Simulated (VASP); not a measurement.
A run of VASP 6.6.1:

The input INCAR:

```
PREC = Accurate
ENCUT = 600
EDIFF = 1E-6
ISMEAR = 0
SIGMA = 0.1
LREAL = False
LASPH = True
NELM = 60
ALGO = Normal
ISIF = 3
LWAVE = False
LCHARG = False
GGA = PE
IBRION = 2
NSW = 100
EDIFFG = -0.01
```

The input KPOINTS:

```
regular mesh
0
Gamma
  6 6 12
```

File POSCAR:

```
Ga3SbN2
1.0
    5.8628644883      0.0000000000      0.0000000000
   -2.9314322441      5.0773895858      0.0000000000
    0.0000000000      0.0000000000      2.9242186705
Ga Sb N
3 1 2
Direct
    0.5000000000      0.0000000000      0.5000000000
    0.5000000000      0.5000000000      0.5000000000
    0.0000000000      0.5000000000      0.5000000000
    0.0000000000      0.0000000000      0.0000000000
    0.3333333333      0.6666666667      0.0000000000
    0.6666666667      0.3333333333      0.0000000000
```

Potentials or basis: VASP PAW PBE potentials, release 64 (Ga_d, Sb, N).

Command:

```bash
$ cat potpaw_PBE.64/Ga_d/POTCAR potpaw_PBE.64/Sb/POTCAR potpaw_PBE.64/N/POTCAR > POTCAR
$ mpirun -np 1 vasp_std > vasp.out
```

Hardware: 1 thread of Intel(R) Xeon(R) 6975P-C (Granite Rapids) (shared host).

Q: How long does it take, and how much memory?

A: Run time: 4.4 min on 1 thread of Intel(R) Xeon(R) 6975P-C (Granite Rapids) (shared host), peak memory 0.34 GiB. Counts: scf iterations 53, k points 49, ion steps 7.
